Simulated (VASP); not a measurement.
Write the native input for VASP 6.6.1 that does the following.

```
Task                   : single point
Functional             : PBE
Potentials or basis    : VASP PAW PBE potentials, release 64 (Li_sv, F)
Cutoff                 : 750 eV
k mesh                 : 4 × 4 × 4
Occupations            : gaussian, width 0.1 eV
Spin                   : collinear spin, zero start
Starting moments       : [0.0, 0.0] μB
Dipole correction      : no
Further INCAR settings : ALGO = Normal; EDIFF = 1e-06; NBANDS = 16
```

The structure of LiF lies in POSCAR:

```
LiF
1.0
    0.0000000000      2.0417135738      2.0417135738
    2.0417135738      0.0000000000      2.0417135738
    2.0417135738      2.0417135738      0.0000000000
Li F
1 1
Direct
    0.0000000000      0.0000000000      0.0000000000
    0.5000000000      0.5000000000      0.5000000000
```

These files were run (other wordings do the same):

INCAR

```
PREC = Accurate
ENCUT = 750
EDIFF = 1E-6
ISMEAR = 0
SIGMA = 0.1
LREAL = F
LASPH = T
NELM = 200
ALGO = Normal
ISIF = 2
LWAVE = F
LCHARG = F
ISPIN = 2
MAGMOM = 0 0
LORBIT = 11
GGA = PE
NBANDS = 16
GGA_COMPAT = F
```

KPOINTS

```
regular mesh
0
Gamma
  4 4 4
```

Potentials or basis: VASP PAW PBE potentials, release 64 (Li_sv, F).

Run with:

```console
$ cat potpaw_PBE.64/Li_sv/POTCAR potpaw_PBE.64/F/POTCAR > POTCAR
$ mpirun -np 1 vasp_std > vasp.out
```

It gave:

```json
{
 "Pressure": "-1.4 GPa",
 "Band gap on the k mesh": "8.72 eV, direct",
 "Net moment": "0.00 μB per cell",
 "Valence electrons inside the program's atomic spheres": "Li 2.06; F 6.13"
}
```

Caveat: the k points lie up to 0.67 Å⁻¹ apart.

It took 7.8 s on 1 thread of Intel(R) Xeon(R) Platinum 8488C (Sapphire Rapids), on a shared host, peak memory 0.16 GiB.
